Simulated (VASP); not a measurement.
# CoW3 (Pm-3m) in VASP: further runs

CoW3 is run at these levels: PBEsol; tasks: single point.

Program: VASP 6.6.1. These are calculated values, not measurements. Logs are shortened: lines on timing, memory, paths and dates and some standing lists are left out, and cuts for length are marked.

### Step 1. The cell of the first run

Symmetry: Pm-3m, No. 221, cubic system. The conventional cell has a = 3.665 Å, b = 3.665 Å, c = 3.665 Å, α = 90.00°, β = 90.00°, γ = 90.00°. Co (site symmetry m-3m) has 12 W at 2.59 Å within 3.4 Å. Within 3.4 Å of W (site symmetry 4/mmm) lie 4 Co at 2.59 Å and 8 W at 2.59 Å.

### Step 2. Single point, PBEsol (strain -0.050 along x and y, -0.050 along z)

INCAR reads:

```
SYSTEM = CoW3
PREC = Accurate
ENCUT = 520
EDIFF = 1E-7
ISMEAR = 0
SIGMA = 0.15
LREAL = .False.
LASPH = .True.
NELM = 60
ALGO = Fast
ISIF = 2
LWAVE = .False.
LCHARG = .True.
GGA = PS
LELF = .True.
LVHAR = .True.
NBANDS = 34
```

KPOINTS reads:

```
regular mesh
0
Gamma
  12 12 12
  0 0 0
```

POSCAR reads:

```
CoW3
1.0
    3.6653327280      0.0000000000      0.0000000000
    0.0000000000      3.6653327280      0.0000000000
    0.0000000000      0.0000000000      3.6653327280
Co W
1 3
Direct
    0.0000000000      0.0000000000      0.0000000000
    0.0000000000      0.5000000000      0.5000000000
    0.5000000000      0.0000000000      0.5000000000
    0.5000000000      0.5000000000      0.0000000000
```

Potentials or basis: VASP PAW PBE potentials, release 64 (Co, W_sv).

The run is started by

```bash
$ cat potpaw_PBE.64/Co/POTCAR potpaw_PBE.64/W_sv/POTCAR > POTCAR
$ mpirun -np 1 vasp_std > vasp.out
```

OUTCAR:

```text
SYSTEM = CoW3
   PREC = Accurate
   ENCUT = 520
   EDIFF = 1E-7
   ISMEAR = 0
   LREAL = .False.
   LASPH = .True.
   NELM = 60
   ISIF = 2
   GGA = PS

 ion  position               nearest neighbor table
   1  0.000  0.000  0.000-   2 2.59   3 2.59   4 2.59   2 2.59   3 2.59   2 2.59   4 2.59   2 2.59
                             3 2.59   4 2.59   3 2.59   4 2.59
   2  0.000  0.500  0.500-   1 2.59   3 2.59   4 2.59   1 2.59   4 2.59   1 2.59   3 2.59   1 2.59
                             3 2.59   4 2.59   4 2.59   3 2.59
   3  0.500  0.000  0.500-   1 2.59   2 2.59   4 2.59   1 2.59   4 2.59   2 2.59   4 2.59   4 2.59
                             1 2.59   2 2.59   1 2.59   2 2.59
   4  0.500  0.500  0.000-   1 2.59   2 2.59   3 2.59   2 2.59   3 2.59   1 2.59   3 2.59   3 2.59
                             1 2.59   2 2.59   2 2.59   1 2.59

  LATTYP: Found a simple cubic cell.
 ALAT       =     3.6653327280

  Lattice vectors:

 A1 = (   3.6653327280,   0.0000000000,   0.0000000000)
 A2 = (   0.0000000000,   3.6653327280,   0.0000000000)
 A3 = (   0.0000000000,   0.0000000000,   3.6653327280)

Analysis of symmetry for initial positions (statically):
=====================================================================
 Subroutine PRICEL returns:
 Original cell was already a primitive cell.

 Routine SETGRP: Setting up the symmetry group for a
 simple cubic supercell.

 Subroutine GETGRP returns: Found 48 space group operations
 (whereof 48 operations were pure point group operations)
 out of a pool of 48 trial point group operations.

The static configuration has the point symmetry O_h .

Analysis of symmetry for dynamics (positions and initial velocities):
=====================================================================
 Subroutine PRICEL returns:
 Original cell was already a primitive cell.

 Routine SETGRP: Setting up the symmetry group for a
 simple cubic supercell.

 Subroutine GETGRP returns: Found 48 space group operations
 (whereof 48 operations were pure point group operations)
 out of a pool of 48 trial point group operations.

The dynamic configuration has the point symmetry O_h .

 Subroutine INISYM returns: Found 48 space group operations
 (whereof 48 operations are pure point group operations),
 and found     1 'primitive' translations

----------------------------------------------------------------------------------------

                                     Primitive cell

  volume of cell :      49.2425

  direct lattice vectors                    reciprocal lattice vectors
     3.665332728  0.000000000  0.000000000     0.272826527  0.000000000  0.000000000
     0.000000000  3.665332728  0.000000000     0.000000000  0.272826527  0.000000000
     0.000000000  0.000000000  3.665332728     0.000000000  0.000000000  0.272826527

  length of vectors
     3.665332728  3.665332728  3.665332728     0.272826527  0.272826527  0.272826527

  position of ions in fractional coordinates (direct lattice)
     0.000000000  0.000000000  0.000000000
     0.000000000  0.500000000  0.500000000
     0.500000000  0.000000000  0.500000000
     0.500000000  0.500000000  0.000000000

  ion indices of the primitive-cell ions
   primitive index   ion index
                 1           1
                 2           2
                 3           3
                 4           4

----------------------------------------------------------------------------------------

 KPOINTS: regular mesh

Automatic generation of k-mesh.
 Grid dimensions read from file:
 generate k-points for:   12   12   12

 Generating k-lattice:

  Cartesian coordinates                     Fractional coordinates (reciprocal lattice)
     0.022735544  0.000000000  0.000000000     0.083333333  0.000000000  0.000000000
     0.000000000  0.022735544  0.000000000     0.000000000  0.083333333  0.000000000
     0.000000000  0.000000000  0.022735544     0.000000000  0.000000000  0.083333333

  Length of vectors
     0.022735544  0.022735544  0.022735544

  Shift w.r.t. Gamma in fractional coordinates (k-lattice)
     0.000000000  0.000000000  0.000000000

 Subroutine IBZKPT returns following result:
 ===========================================

 Found     84 irreducible k-points:

 Following reciprocal coordinates:
            Coordinates               Weight
  0.000000  0.000000  0.000000      1.000000
  0.083333  0.000000  0.000000      6.000000
  0.166667  0.000000  0.000000      6.000000
  0.250000  0.000000  0.000000      6.000000
  0.333333  0.000000  0.000000      6.000000
  0.416667  0.000000  0.000000      6.000000
[... 16 lines left out ...]
  0.333333  0.333333  0.000000     12.000000
  0.416667  0.333333  0.000000     24.000000
 [... further k-points ...]
   k-points           NKPTS =     84   k-points in BZ     NKDIM =     84   number of bands    NBANDS=     34
   number of dos      NEDOS =    301   number of ions     NIONS =      4
   total plane-waves  NPLWV =  21952
   dimension x,y,z NGX =    28 NGY =   28 NGZ =   28
   dimension x,y,z NGXF=    56 NGYF=   56 NGZF=   56
   ions per type =               1   3
   NGX,Y,Z   is equivalent  to a cutoff of  12.70, 12.70, 12.70 a.u.
   NGXF,Y,Z  is equivalent  to a cutoff of  25.40, 25.40, 25.40 a.u.
 SYSTEM =  CoW3
   PREC   = accura    normal or accurate (medium, high low for compatibility)
   ISTART =      0    job   : 0-new  1-cont  2-samecut
   ICHARG =      2    charge: 1-file 2-atom 10-const
   ISPIN  =      1    spin polarized calculation?
   LNONCOLLINEAR =      F non collinear calculations
   LSORBIT =      F    spin-orbit coupling
   LASPH  =      T    aspherical Exc in radial PAW
   ENCUT  =  520.0 eV  38.22 Ry    6.18 a.u.   6.82  6.82  6.82*2*pi/ulx,y,z
   NELM   =     60;   NELMIN=  2; NELMDL= -5     # of ELM steps
   EDIFF  = 0.1E-06   stopping-criterion for ELM
   LREAL  =      F    real-space projection
   EDIFFG = 0.1E-05   stopping-criterion for IOM
   NSW    =      0    number of steps for IOM
   IBRION =     -1    ionic relax: 0-MD 1-quasi-New 2-CG
   NFREE  =      0    steps in history (QN), initial steepest desc. (CG)
   ISIF   =      2    stress and relaxation
   ISYM   =      2    0-nonsym 1-usesym 2-fastsym
   POTIM  = 0.5000    time-step for ionic-motion
   TEBEG  =    0.0;   TEEND  =   0.0 temperature during run
   PSTRESS=    0.0 pullay stress
   NELECT =      51.0000    total number of electrons
   NUPDOWN=      -1.0000    fix difference up-down
   EMIN   =  10.00;   EMAX   =-10.00  energy-range for DOS
   EFERMI =   0.00;   METHOD = LEGACY
   ISMEAR =     0;   SIGMA  =   0.15  broadening in eV -4-tet -1-fermi 0-gaus
   EFERMI_NEDOS =   21; number of points for ismear=-14 and -15
   IALGO  =     68    algorithm
   IMIX   =      4    mixing-type and parameters
     AMIX     =   0.40;   BMIX     =  1.00
     AMIX_MAG =   1.60;   BMIX_MAG =  1.00
  volume/ion in A,a.u.               =      12.31        83.08
  Fermi-wavevector in a.u.,A,eV,Ry     =   1.656348  3.130043 37.327412  2.743487
  Thomas-Fermi vector in A             =   2.744288
   LORBIT       =      0    0 simple, 1 ext, 2 COOP (PROOUT), +10 PAW based schemes
   GGA     = PS    functional components
   LHFCALC =     F    Hartree Fock is set to
   AEXX    =    0.0000 exact exchange contribution
   IVDW    =     0    specifies the selected vdW correction
   LEPSILON=     F    determine dielectric tensor
   LRPA    =     F    only Hartree local field effects (RPA)
 non-spin polarized calculation
 RMM-DIIS sequential band-by-band and
 Gauss-broadening in eV      SIGMA  =   0.15
  energy-cutoff  :      520.00
  volume of cell :       49.24
 maximum number of plane-waves:      1357
 NGX is ok and might be reduce to    28
   NGX = 13   NGY = 13   NGZ = 13

 number of electron      51.0000002 magnetization

 Free energy of the ion-electron system (eV)
  ---------------------------------------------------
  ext. energy  EPLUGINS =         0.00000000
  ---------------------------------------------------
  free energy    TOTEN  =       -46.67846314 eV

  energy without entropy =      -46.63286149  energy(sigma->0) =      -46.65566231

 E-fermi :  13.1622     XC(G=0): -14.7164

 val. band max:       13.1581278861   @ k =   0.1667   0.1667   0.0833
 cond. band min:      13.1709512553   @ k =   0.2500   0.2500   0.1667
 fundamental gap:      0.0128233693
 Fermi energy:        13.1622286604

 k-point     1 :       0.0000    0.0000    0.0000
  band No.  band energies     occupation
      1     -60.2439      2.00000
      2     -59.8821      2.00000
      3     -59.8821      2.00000
      4     -25.4217      2.00000
      5     -25.4217      2.00000
      6     -25.4217      2.00000
[... 26 lines left out ...]
     33      20.5678      0.00000
     34      21.6427      0.00000

 k-point     2 :       0.0833    0.0000    0.0000
  band No.  band energies     occupation
      1     -60.2385      2.00000
      2     -59.8875      2.00000
      3     -59.8819      2.00000
      4     -25.4049      2.00000
      5     -25.4049      2.00000
      6     -25.3962      2.00000
[... 26 lines left out ...]
     33      20.3032      0.00000
     34      21.5090      0.00000

 k-point     3 :       0.1667    0.0000    0.0000
  band No.  band energies     occupation
      1     -60.2226      2.00000
      2     -59.9034      2.00000
      3     -59.8816      2.00000
      4     -25.3567      2.00000
      5     -25.3567      2.00000
      6     -25.3204      2.00000
[... 26 lines left out ...]
     33      19.5969      0.00000
     34      21.5590      0.00000
[... 704 lines left out ...]
 k-point    23 :       0.3333    0.3333    0.0000
  band No.  band energies     occupation
      1     -60.1042      2.00000
      2     -59.9719      2.00000
      3     -59.9302      2.00000
      4     -25.3637      2.00000
      5     -24.9541      2.00000
      6     -24.9353      2.00000
[... 26 lines left out ...]
     33      18.0273      0.00000
     34      18.6178      0.00000

 k-point    24 :       0.4167    0.3333    0.0000
  band No.  band energies     occupation
      1     -60.0774      2.00000
      2     -59.9894      2.00000
      3     -59.9390      2.00000
      4     -25.3367      2.00000
      5     -25.0857      2.00000
      6     -24.8344      2.00000
[... 26 lines left out ...]
     33      17.5669      0.00000
     34      18.4624      0.00000

 [... further k-points ...]

------------------------ aborting loop because EDIFF is reached ----------------------------------------

  FORCE on cell =-STRESS in cart. coord.  units (eV):
  Direction    XX          YY          ZZ          XY          YZ          ZX
  --------------------------------------------------------------------------------------
  -------------------------------------------------------------------------------------
  Total       19.9972757     19.9972757     19.9972757      0.0000000     -0.0000000      0.0000000
  in kB      650.6406652    650.6406652    650.6406652      0.0000000     -0.0000000      0.0000000
  external PRESSURE =     650.6406652 kB  Pullay stress =       0.0000000 kB

 VOLUME and BASIS-vectors are now :
 -----------------------------------------------------------------------------
  energy-cutoff  :      520.00
  volume of cell :       49.24
      direct lattice vectors                 reciprocal lattice vectors
     3.665332728  0.000000000  0.000000000     0.272826527  0.000000000  0.000000000
     0.000000000  3.665332728  0.000000000     0.000000000  0.272826527  0.000000000
     0.000000000  0.000000000  3.665332728     0.000000000  0.000000000  0.272826527

 POSITION                                       TOTAL-FORCE (eV/Angst)
 -----------------------------------------------------------------------------------
      0.00000      0.00000      0.00000         0.000000      0.000000      0.000000
      0.00000      1.83267      1.83267         0.000000      0.000000      0.000000
      1.83267      0.00000      1.83267         0.000000      0.000000      0.000000
      1.83267      1.83267      0.00000         0.000000      0.000000      0.000000
 -----------------------------------------------------------------------------------
    total drift:                                0.000000      0.000000      0.000000

  FREE ENERGIE OF THE ION-ELECTRON SYSTEM (eV)
  ---------------------------------------------------
  free  energy   TOTEN  =       -46.6784631385 eV

  energy  without entropy=      -46.6328614854  energy(sigma->0) =      -46.65566231
```

It took 1.9 min on 1 thread of AMD EPYC 9R45 (Zen 5), shared host; peak memory 0.21 GiB.

What came out:

```yaml
Free_energy: -46.6785 eV
Pressure: 65.1 GPa
```

Caveat: the cell differs from its parent crystal (strain -0.050 along x and y, -0.050 along z); the PAW data sets were made with another functional, which shifts forces and pressure a little; spin-orbit coupling is left out, which moves the levels of the heavy elements. Spin polarisation is off, so any magnetic state and its effect on volume and gap are missing.

(Part 1 of 2 ends here.)
